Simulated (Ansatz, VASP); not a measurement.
## One calculation of In3GaP4, two programs

```
Ga P In
1.0
     4.08903    0.00000    0.00000
     0.00000    8.19516    0.00000
     0.00000    0.00000    5.79884
Ga P In
1 4 3
Direct
  0.00000 0.00000 0.99702
  0.50000 0.00000 0.22023
  0.00000 0.23676 0.76102
  0.50000 0.50000 0.26025
  0.00000 0.76324 0.76102
  0.50000 0.24056 0.49967
  0.00000 0.50000 0.00113
  0.50000 0.75944 0.49967
```

Alike in both runs: task single point; functional r2SCAN; k mesh 6 × 4 × 4; no spin polarisation.

|  | VASP | Ansatz |
| --- | --- | --- |
| version | VASP 6.6.1 | Ansatz 0.2.0 |
| potentials or method | VASP PAW PBE potentials, release 64 (Ga_d, P, In_d) | plane waves, PAW |
| plane-wave cutoff (eV) | 520 | 500 |
| occupations | gaussian, width 0.01 eV | fixed |
| valence electrons in the cell | 72 | 72 |

|  | VASP | Ansatz | Ansatz less VASP |
| --- | --- | --- | --- |
| gap on the k mesh at the Fermi level (eV) | 1.18 | 1.18 | +0.002 |
| pressure (GPa) | -0.1 | 0.0 | +0.09 |

VASP's potentials were made for PBE, not for r2SCAN.
